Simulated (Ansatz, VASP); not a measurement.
## Two plane-wave programs on IrF

```
CELL_PARAMETERS angstrom
2.54766 0.00000 0.00000
0.00000 2.54766 0.00000
0.00000 0.00000 3.98941
ATOMIC_POSITIONS crystal
Ir 0.50000 0.50000 0.50000
F 0.00000 0.00000 0.00000
```

Change from the starting cell: species swapped into the HgPd type (P4/mmm, No. 123).

Alike in both runs: functional PBE; k mesh 6 × 6 × 6; occupations gaussian, width 0.1 eV; collinear spin.

Ansatz relaxed the structure, and its values are those at the end. VASP's run is a single point on that final structure, the one shown.

```csv
,VASP,Ansatz
version,VASP 6.6.1,Ansatz 0.2.0
potentials or method,"VASP PAW PBE potentials, release 64 (Ir_sv_GW, F), cutoff 700 eV","scalar-relativistic, plane waves, PAW"
valence electrons in the cell,24,24
```

```csv
,VASP,Ansatz,Ansatz less VASP
gap on the k mesh at the Fermi level (eV),none,none,-
pressure (GPa),-0.4,0.0,+0.48
net moment per atom (μB),0.19,0.19,-0.003
size of the moment on the site where the two differ most (μB),0.33,0.30,-0.029
```

Site moments also hang on the region over which each program counts them. A gap of «none» marks a metal or a gap that the smearing closes.

The k mesh is coarse, so the values compare programs but aren't converged. Spin-orbit coupling is off throughout.
